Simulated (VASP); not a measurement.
A run of VASP 6.6.1 is set up as follows.

INCAR

```
  ALGO = Normal
  EDIFF = 1E-6
  ENCUT = 520
  GGA = PS
  ISIF = 2
  ISMEAR = 0
  IVDW = 13
  LASPH = T
  LCHARG = F
  LREAL = F
  LWAVE = F
  NBANDS = 35
  NELM = 60
  PREC = Accurate
  SIGMA = 0.01
```

KPOINTS

```
k-points
0
Gamma
  2 2 4
```

The input POSCAR:

```
SnO2
1.0
    4.7380000000      0.0000000000      0.0000000000
    0.0000000000      4.7380000000      0.0000000000
    0.0000000000      0.0000000000      3.1865000000
Sn O
2 4
Direct
    0.0000000000      0.0000000000      0.0000000000
    0.5000000000      0.5000000000      0.5000000000
    0.3071000000      0.3071000000      0.0000000000
    0.1929000000      0.8071000000      0.5000000000
    0.6929000000      0.6929000000      0.0000000000
    0.8071000000      0.1929000000      0.5000000000
```

Potentials or basis: VASP PAW PBE potentials, release 64 (Sn_d, O).

Command:

```console
$ cat potpaw_PBE.64/Sn_d/POTCAR potpaw_PBE.64/O/POTCAR > POTCAR
$ mpirun -np 1 vasp_std > vasp.out
```

Problem. What does it give for the band gap on the k mesh?

Solution. 1.17 eV.

Problem. Estimate the pressure.

Solution. 3.1 GPa.

Problem. Estimate the dispersion energy per atom.

Solution. -0.154 eV.

Stress tensor (GPa, compression positive):
```
2.44 0.00 0.00
0.00 2.44 0.00
0.00 0.00 4.40
```

Caveat: the k points lie up to 0.66 Å⁻¹ apart; the PAW data sets were made with another functional, which shifts forces and pressure a little; spin-orbit coupling is left out, which moves the levels of the heavy elements.
